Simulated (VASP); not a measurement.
# Ca (I4/mmm) in VASP: further runs

Ca is run at these levels: LDA; tasks: single point.

All numbers are computed with VASP 6.6.1; they aren't measurements. Logs are shortened: lines on timing, memory, paths and dates and some standing lists are left out, and cuts for length are marked.

**1. The cell of the first run**

It takes space group I4/mmm (No. 139, tetragonal). Conventional cell: a = 3.952 Å, b = 3.952 Å, c = 6.035 Å, α = 90.00°, β = 90.00°, γ = 90.00°. Within 5.2 Å of Ca (site symmetry 4/mmm) lie 12 Ca at 3.95 to 4.11 Å.

**2. Single point, LDA (strain +0.000 along x and y, +0.080 along z)**

Input file INCAR:

```
SYSTEM = Ca
PREC     = Accurate       ! precision mode
ENCUT    = 520            ! plane-wave cutoff, eV
EDIFF    = 1E-6           ! SCF threshold, eV
ISMEAR   = 0              ! smearing method
SIGMA    = 0.15           ! smearing width, eV
LREAL    = .False.        ! projectors in reciprocal space
LASPH    = .True.         ! aspherical terms in the spheres
NELM     = 100            ! most SCF steps
ALGO     = Fast           ! electronic algorithm
ISIF     = 2              ! what is computed and relaxed
LWAVE    = .False.        ! write WAVECAR
LCHARG   = .False.        ! write CHGCAR
GGA      = CA             ! functional
NBANDS   = 11             ! bands
```

Input file KPOINTS:

```
Automatic mesh
0
Gamma
  14 14 14
  0 0 0
```

Input file POSCAR:

```
Ca
1.0
    0.0000000000      2.7942000000      3.0177360000
    2.7942000000      0.0000000000      3.0177360000
    2.7942000000      2.7942000000      0.0000000000
Ca
1
Direct
    0.0000000000      0.0000000000      0.0000000000
```

Potentials or basis: VASP PAW LDA potentials, release 64 (Ca_sv).

Run with:

```bash
$ cat potpaw_LDA.64/Ca_sv/POTCAR > POTCAR
$ mpirun -np 1 vasp_std > vasp.out
```

OUTCAR:

```text
SYSTEM = Ca
   PREC = Accurate
   ENCUT = 520
   EDIFF = 1E-6
   ISMEAR = 0
   LREAL = .False.
   LASPH = .True.
   NELM = 100
   ISIF = 2
   GGA = CA

 ion  position               nearest neighbor table
   1  0.000  0.000  0.000-

  LATTYP: Found a body centered tetragonal cell.
 ALAT       =     3.9515955360
 C/A-ratio  =     1.5273506474

  Lattice vectors:

 A1 = (  -2.7942000000,   0.0000000000,   3.0177360000)
 A2 = (   2.7942000000,   0.0000000000,   3.0177360000)
 A3 = (   0.0000000000,   2.7942000000,  -3.0177360000)

Analysis of symmetry for initial positions (statically):
=====================================================================
 Subroutine PRICEL returns:
 Original cell was already a primitive cell.

 Routine SETGRP: Setting up the symmetry group for a
 body centered tetragonal supercell.

 Subroutine GETGRP returns: Found 16 space group operations
 (whereof 16 operations were pure point group operations)
 out of a pool of 16 trial point group operations.

The static configuration has the point symmetry D_4h.

Analysis of symmetry for dynamics (positions and initial velocities):
=====================================================================
 Subroutine PRICEL returns:
 Original cell was already a primitive cell.

 Routine SETGRP: Setting up the symmetry group for a
 body centered tetragonal supercell.

 Subroutine GETGRP returns: Found 16 space group operations
 (whereof 16 operations were pure point group operations)
 out of a pool of 16 trial point group operations.

The dynamic configuration has the point symmetry D_4h.

 Subroutine INISYM returns: Found 16 space group operations
 (whereof 16 operations are pure point group operations),
 and found     1 'primitive' translations

----------------------------------------------------------------------------------------

                                     Primitive cell

  volume of cell :      47.1223

  direct lattice vectors                    reciprocal lattice vectors
     0.000000000  2.794200000  3.017736000    -0.178942094  0.178942094  0.165687124
     2.794200000  0.000000000  3.017736000     0.178942094 -0.178942094  0.165687124
     2.794200000  2.794200000  0.000000000     0.178942094  0.178942094 -0.165687124

  length of vectors
     4.112697923  4.112697923  3.951595536     0.302477717  0.302477717  0.302477717

  position of ions in fractional coordinates (direct lattice)
     0.000000000  0.000000000  0.000000000

  ion indices of the primitive-cell ions
   primitive index   ion index
                 1           1

----------------------------------------------------------------------------------------

 KPOINTS: Automatic mesh

Automatic generation of k-mesh.
 Grid dimensions read from file:
 generate k-points for:   14   14   14

 Generating k-lattice:

  Cartesian coordinates                     Fractional coordinates (reciprocal lattice)
    -0.012781578  0.012781578  0.011834795     0.071428571  0.000000000  0.000000000
     0.012781578 -0.012781578  0.011834795     0.000000000  0.071428571  0.000000000
     0.012781578  0.012781578 -0.011834795     0.000000000  0.000000000  0.071428571

  Length of vectors
     0.021605551  0.021605551  0.021605551

  Shift w.r.t. Gamma in fractional coordinates (k-lattice)
     0.000000000  0.000000000  0.000000000

 Subroutine IBZKPT returns following result:
 ===========================================

 Found    244 irreducible k-points:

 Following reciprocal coordinates:
            Coordinates               Weight
  0.000000  0.000000  0.000000      1.000000
  0.071429  0.000000  0.000000      8.000000
  0.142857 -0.000000  0.000000      8.000000
  0.214286  0.000000  0.000000      8.000000
  0.285714  0.000000  0.000000      8.000000
  0.357143  0.000000  0.000000      8.000000
[... 16 lines left out ...]
  0.214286  0.142857  0.000000      8.000000
  0.285714  0.142857  0.000000      8.000000
 [... further k-points ...]
   k-points           NKPTS =    244   k-points in BZ     NKDIM =    244   number of bands    NBANDS=     11
   number of dos      NEDOS =    301   number of ions     NIONS =      1
   total plane-waves  NPLWV =  30720
   dimension x,y,z NGX =    32 NGY =   32 NGZ =   30
   dimension x,y,z NGXF=    64 NGYF=   64 NGZF=   60
   ions per type =               1
   NGX,Y,Z   is equivalent  to a cutoff of  12.94, 12.94, 12.62 a.u.
   NGXF,Y,Z  is equivalent  to a cutoff of  25.87, 25.87, 25.24 a.u.
 SYSTEM =  Ca
   PREC   = accura    normal or accurate (medium, high low for compatibility)
   ISTART =      0    job   : 0-new  1-cont  2-samecut
   ICHARG =      2    charge: 1-file 2-atom 10-const
   ISPIN  =      1    spin polarized calculation?
   LNONCOLLINEAR =      F non collinear calculations
   LSORBIT =      F    spin-orbit coupling
   LASPH  =      T    aspherical Exc in radial PAW
   ENCUT  =  520.0 eV  38.22 Ry    6.18 a.u.   7.65  7.65  7.35*2*pi/ulx,y,z
   NELM   =    100;   NELMIN=  2; NELMDL= -5     # of ELM steps
   EDIFF  = 0.1E-05   stopping-criterion for ELM
   LREAL  =      F    real-space projection
   EDIFFG = 0.1E-04   stopping-criterion for IOM
   NSW    =      0    number of steps for IOM
   IBRION =     -1    ionic relax: 0-MD 1-quasi-New 2-CG
   NFREE  =      0    steps in history (QN), initial steepest desc. (CG)
   ISIF   =      2    stress and relaxation
   ISYM   =      2    0-nonsym 1-usesym 2-fastsym
   POTIM  = 0.5000    time-step for ionic-motion
   TEBEG  =    0.0;   TEEND  =   0.0 temperature during run
   PSTRESS=    0.0 pullay stress
   NELECT =      10.0000    total number of electrons
   NUPDOWN=      -1.0000    fix difference up-down
   EMIN   =  10.00;   EMAX   =-10.00  energy-range for DOS
   EFERMI =   0.00;   METHOD = LEGACY
   ISMEAR =     0;   SIGMA  =   0.15  broadening in eV -4-tet -1-fermi 0-gaus
   EFERMI_NEDOS =   21; number of points for ismear=-14 and -15
   IALGO  =     68    algorithm
   IMIX   =      4    mixing-type and parameters
     AMIX     =   0.40;   BMIX     =  1.00
     AMIX_MAG =   1.60;   BMIX_MAG =  1.00
  volume/ion in A,a.u.               =      47.12       318.00
  Fermi-wavevector in a.u.,A,eV,Ry     =   0.976486  1.845291 12.973498  0.953525
  Thomas-Fermi vector in A             =   2.107109
   LORBIT       =      0    0 simple, 1 ext, 2 COOP (PROOUT), +10 PAW based schemes
   GGA     = CA    functional components
   LHFCALC =     F    Hartree Fock is set to
   AEXX    =    0.0000 exact exchange contribution
   IVDW    =     0    specifies the selected vdW correction
   LEPSILON=     F    determine dielectric tensor
   LRPA    =     F    only Hartree local field effects (RPA)
 non-spin polarized calculation
 RMM-DIIS sequential band-by-band and
 Gauss-broadening in eV      SIGMA  =   0.15
  energy-cutoff  :      520.00
  volume of cell :       47.12
 maximum number of plane-waves:      1307
   NGX = 15   NGY = 15   NGZ = 15

 number of electron      10.0000000 magnetization

 Free energy of the ion-electron system (eV)
  ---------------------------------------------------
  ext. energy  EPLUGINS =         0.00000000
  ---------------------------------------------------
  free energy    TOTEN  =        -2.11340980 eV

  energy without entropy =       -2.09737956  energy(sigma->0) =       -2.10539468

 E-fermi :   1.3776     XC(G=0):  -7.6152

 val. band max:        1.3741204238   @ k =  -0.4286   0.0714   0.0000
 cond. band min:       1.3804670632   @ k =  -0.2857   0.3571   0.2857
 fundamental gap:      0.0063466394
 Fermi energy:         1.3775730416

 k-point     1 :       0.0000    0.0000    0.0000
  band No.  band energies     occupation
      1     -40.4545      2.00000
      2     -21.6773      2.00000
      3     -21.6719      2.00000
      4     -21.6719      2.00000
      5      -2.4501      2.00000
      6       3.2231      0.00000
      7       3.5542      0.00000
      8       3.5542      0.00000
      9       4.1280      0.00000
     10       4.5469      0.00000
     11      10.1690      0.00000

 k-point     2 :       0.0714    0.0000    0.0000
  band No.  band energies     occupation
      1     -40.4540      2.00000
      2     -21.6798      2.00000
      3     -21.6752      2.00000
      4     -21.6723      2.00000
      5      -2.3698      2.00000
      6       3.2179      0.00000
      7       3.5066      0.00000
      8       3.5848      0.00000
      9       4.1138      0.00000
     10       4.5151      0.00000
     11      10.2344      0.00000

 k-point     3 :       0.1429   -0.0000    0.0000
  band No.  band energies     occupation
      1     -40.4528      2.00000
      2     -21.6919      2.00000
      3     -21.6791      2.00000
      4     -21.6734      2.00000
      5      -2.1323      2.00000
      6       3.1082      0.00000
      7       3.4496      0.00000
      8       3.6607      0.00000
      9       4.1092      0.00000
     10       4.4445      0.00000
     11       9.7242      0.00000

 k-point     4 :       0.2143    0.0000    0.0000
  band No.  band energies     occupation
      1     -40.4511      2.00000
      2     -21.7113      2.00000
      3     -21.6830      2.00000
      4     -21.6750      2.00000
      5      -1.7486      2.00000
      6       2.8295      0.00000
      7       3.4191      0.00000
      8       3.7238      0.00000
      9       4.2011      0.00000
     10       4.4119      0.00000
     11       8.5721      0.00000

 k-point     5 :       0.2857    0.0000    0.0000
  band No.  band energies     occupation
      1     -40.4491      2.00000
      2     -21.7328      2.00000
      3     -21.6871      2.00000
      4     -21.6768      2.00000
      5      -1.2386      2.00000
      6       2.4614      0.00000
      7       3.3450      0.00000
      8       3.7033      0.00000
      9       4.4179      0.00000
     10       4.4992      0.00000
     11       7.4969      0.00000
[... 211 lines left out ...]
 k-point    21 :      -0.0714    0.0714    0.0000
  band No.  band energies     occupation
      1     -40.4532      2.00000
      2     -21.6858      2.00000
      3     -21.6802      2.00000
      4     -21.6722      2.00000
      5      -2.2265      2.00000
      6       3.2968      0.00000
      7       3.3128      0.00000
      8       3.6366      0.00000
      9       4.1738      0.00000
     10       4.4063      0.00000
     11      10.3450      0.00000

 k-point    22 :       0.1429    0.1429    0.0000
  band No.  band energies     occupation
      1     -40.4527      2.00000
      2     -21.6935      2.00000
      3     -21.6770      2.00000
      4     -21.6770      2.00000
      5      -2.0695      2.00000
      6       2.9383      0.00000
      7       3.7282      0.00000
      8       3.7282      0.00000
      9       3.7459      0.00000
     10       4.6233      0.00000
     11      10.6184      0.00000

 k-point    23 :       0.2143    0.1429    0.0000
  band No.  band energies     occupation
      1     -40.4516      2.00000
      2     -21.7038      2.00000
      3     -21.6809      2.00000
      4     -21.6794      2.00000
      5      -1.8074      2.00000
      6       2.7950      0.00000
      7       3.4951      0.00000
      8       3.8204      0.00000
      9       3.8934      0.00000
     10       4.6479      0.00000
     11       9.6390      0.00000

 k-point    24 :       0.2857    0.1429    0.0000
  band No.  band energies     occupation
      1     -40.4500      2.00000
      2     -21.7186      2.00000
      3     -21.6868      2.00000
      4     -21.6817      2.00000
      5      -1.4049      2.00000
      6       2.6010      0.00000
      7       3.2445      0.00000
      8       3.8774      0.00000
      9       4.1175      0.00000
     10       4.6926      0.00000
     11       8.4043      0.00000

 [... further k-points ...]

------------------------ aborting loop because EDIFF is reached ----------------------------------------

  FORCE on cell =-STRESS in cart. coord.  units (eV):
  Direction    XX          YY          ZZ          XY          YZ          ZX
  --------------------------------------------------------------------------------------
  -------------------------------------------------------------------------------------
  Total       -0.7829956     -0.7829956     -1.0021505      0.0000000      0.0000000      0.0000000
  in kB      -26.6221860    -26.6221860    -34.0735432      0.0000000      0.0000000      0.0000000
  external PRESSURE =     -29.1059717 kB  Pullay stress =       0.0000000 kB

 VOLUME and BASIS-vectors are now :
 -----------------------------------------------------------------------------
  energy-cutoff  :      520.00
  volume of cell :       47.12
      direct lattice vectors                 reciprocal lattice vectors
     0.000000000  2.794200000  3.017736000    -0.178942094  0.178942094  0.165687124
     2.794200000  0.000000000  3.017736000     0.178942094 -0.178942094  0.165687124
     2.794200000  2.794200000  0.000000000     0.178942094  0.178942094 -0.165687124

 POSITION                                       TOTAL-FORCE (eV/Angst)
 -----------------------------------------------------------------------------------
      0.00000      0.00000      0.00000        -0.000000      0.000000      0.000000
 -----------------------------------------------------------------------------------
    total drift:                               -0.000000     -0.000000     -0.000000

  FREE ENERGIE OF THE ION-ELECTRON SYSTEM (eV)
  ---------------------------------------------------
  free  energy   TOTEN  =        -2.1134097963 eV

  energy  without entropy=       -2.0973795636  energy(sigma->0) =       -2.10539468
```

Wall time 97 s (1 thread of Intel Xeon 6975P-C, shared host); peak memory 0.25 GiB.

Results:

- Free energy: -2.1134 eV
- Pressure: -2.9 GPa
- Band gap on the k mesh: zero (band 5 reaches 1.61 eV, above the bottom of band 6 at 1.21 eV)

Caveat: the cell differs from its parent crystal (strain +0.000 along x and y, +0.080 along z).

**3. Single point, LDA (strain +0.080 along x and y, +0.000 along z)**

Input file INCAR:

```
SYSTEM = Ca
PREC = Accurate
ENCUT = 520
EDIFF = 1E-6
ISMEAR = 0
SIGMA = 0.15
LREAL = .FALSE.
LASPH = .TRUE.
NELM = 60
ALGO = Normal
ISIF = 2
LWAVE = .FALSE.
LCHARG = .FALSE.
NBANDS = 11
```

Input file KPOINTS:

```
regular mesh
0
G
  14 14 14
  0 0 0
```

Input file POSCAR:

```
Ca
1.0
    0.0000000000      3.0177360000      2.7942000000
    3.0177360000      0.0000000000      2.7942000000
    3.0177360000      3.0177360000      0.0000000000
Ca
1
Direct
    0.0000000000      0.0000000000      0.0000000000
```

Potentials or basis: VASP PAW LDA potentials, release 64 (Ca_sv).

Run with:

```bash
$ cat potpaw_LDA.64/Ca_sv/POTCAR > POTCAR
$ mpirun -np 1 vasp_std > vasp.out
```

Run time: 87 s. Hardware: 1 thread of Intel Xeon 6975P-C, shared host; peak memory 0.26 GiB.

Results (log left out):

- Free energy: -2.0405 eV
- Pressure: -3.5 GPa
- Band gap on the k mesh: zero (band 5 reaches 1.36 eV, above the bottom of band 6 at 0.92 eV)

Stress tensor (GPa, compression positive):
```
-3.56  0.00  0.00
 0.00 -3.56  0.00
 0.00  0.00 -3.26
```

Levels at points of the mesh, in eV from the Fermi level:
```tsv
k point	band 3	band 4	band 5	band 6	band 7	band 8
(0.00, 0.00, 0.00)	-23.24	-23.24	-3.69	1.87	1.87	2.14
(0.50, 0.00, 0.00)	-23.25	-23.24	-0.97	-0.19	1.70	2.04
(0.50, 0.50, 0.00)	-23.27	-23.27	-0.18	0.48	1.17	3.31
(0.50, 0.00, 0.50)	-23.27	-23.26	-0.44	0.52	0.62	3.28
```

Caveat: the cell differs from its parent crystal (strain +0.080 along x and y, +0.000 along z).
